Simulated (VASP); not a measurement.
Input of a VASP 6.6.1 run:

The input INCAR:

```
ALGO = Normal ; EDIFF = 1E-6
EDIFFG = -0.01 ; ENCUT = 600
GGA = PS ; IBRION = 2
ISIF = 3 ; ISMEAR = 0
KPAR = 2 ; LASPH = T
LCHARG = F ; LREAL = F
LWAVE = F ; NELM = 80
NSW = 90 ; PREC = Accurate
SIGMA = 0.03
```

File KPOINTS:

```
k-points
0
Gamma
  8 8 8
```

File POSCAR:

```
BaF2
1.0
    0.0000000000      3.1000500000      3.1000500000
    3.1000500000      0.0000000000      3.1000500000
    3.1000500000      3.1000500000      0.0000000000
Ba F
1 2
Direct
    0.0000000000      0.0000000000      0.0000000000
    0.2500000000      0.2500000000      0.2500000000
    0.7500000000      0.7500000000      0.7500000000
```

Potentials or basis: VASP PAW PBE potentials, release 64 (Ba_sv, F).

Command:

```console
$ cat potpaw_PBE.64/Ba_sv/POTCAR potpaw_PBE.64/F/POTCAR > POTCAR
$ mpirun -np 2 vasp_std > vasp.out
```

(1) What does it give for the space group after relaxing (to 0.1 Å)?

(2) What does it give for the relaxed cell?

(3) Predict the relaxed volume.

(4) Estimate the band gap on the k mesh.

## Answers

(1) Fm-3m (No. 225).

(2) a = 4.366 Å, b = 4.366 Å, c = 4.366 Å, α = 60.00°, β = 60.00°, γ = 60.00°.

(3) 19.62 Å³/atom.

(4) 6.68 eV (least direct gap 6.77 eV).

Caveat: the PAW data sets were made with another functional, which shifts forces and pressure a little; spin-orbit coupling is left out, which moves the levels of the heavy elements.
